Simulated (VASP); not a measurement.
Set up this calculation in VASP 6.6.1, as the native input.

| Item | Value |
| --- | --- |
| Task | single point |
| Functional | r2SCAN |
| Potentials or basis | VASP PAW PBE potentials, release 64 (Pb_d, O) |
| Cutoff | 520 eV |
| k mesh | 8 × 8 × 8 |
| Occupations | gaussian, width 0.01 eV |
| Spin | no spin polarisation |
| Dipole correction | no |
| Further INCAR settings | ALGO = Normal; EDIFF = 1e-07; NBANDS = 17 |

The system is PbO.

```
Pb O
1.0
     0.09012    2.63225    2.63225
     2.63225    0.09012    2.63225
     2.63225    2.63225    0.09012
Pb O
1 1
Cartesian
  0.0000 0.0000 0.0000
  2.6773 2.6773 2.6773
```

This cell differs from its parent crystal: epitaxial 111 strain -2.5%.

One way to write it, as run:

POSCAR

```
PbO
1.0
    0.0901159376      2.6322524523      2.6322524523
    2.6322524523      0.0901159376      2.6322524523
    2.6322524523      2.6322524523      0.0901159376
Pb O
1 1
Direct
    0.0000000000      0.0000000000      0.0000000000
    0.5000000000      0.5000000000      0.5000000000
```

INCAR.step1

```
SYSTEM = PbO
ALGO = Normal
EDIFF = 1E-4
ENCUT = 520
GGA = PE
ISMEAR = 0
LASPH = .True.
LCHARG = .False.
LREAL = .False.
LWAVE = .True.
NBANDS = 17
NELM = 80
PREC = Accurate
SIGMA = 0.01
```

INCAR.step2

```
SYSTEM = PbO
ALGO = Normal
EDIFF = 1E-7
ENCUT = 520
ISIF = 2
ISMEAR = 0
ISTART = 1
LASPH = .True.
LCHARG = .False.
LMIXTAU = .True.
LREAL = .False.
LWAVE = .False.
METAGGA = R2SCAN
NBANDS = 17
NELM = 80
PREC = Accurate
SIGMA = 0.01
```

KPOINTS

```
k-points
0
Gamma
  8 8 8
  0 0 0
```

Potentials or basis: VASP PAW PBE potentials, release 64 (Pb_d, O).

Launch:

```sh
$ cat potpaw_PBE.64/Pb_d/POTCAR potpaw_PBE.64/O/POTCAR > POTCAR
$ cp INCAR.step1 INCAR
$ mpirun -np 1 vasp_std > vasp.out
$ cp INCAR.step2 INCAR
$ mpirun -np 1 vasp_std > vasp.out
```

Results of the run:

The pressure is 2.4 GPa and the band gap on the k mesh is 0.13 eV, indirect (least direct gap 0.19 eV).

Caveat: the cell differs from its parent crystal (epitaxial 111 strain -2.5%); the PAW data sets were made with another functional, which shifts forces and pressure a little; spin-orbit coupling is left out, which moves the levels of the heavy elements.

It took 2.5 min on 1 thread of Intel(R) Xeon(R) Platinum 8259CL CPU @ 2.50GHz (Skylake/Cascade Lake), with other jobs on the host, peak memory 0.19 GiB.
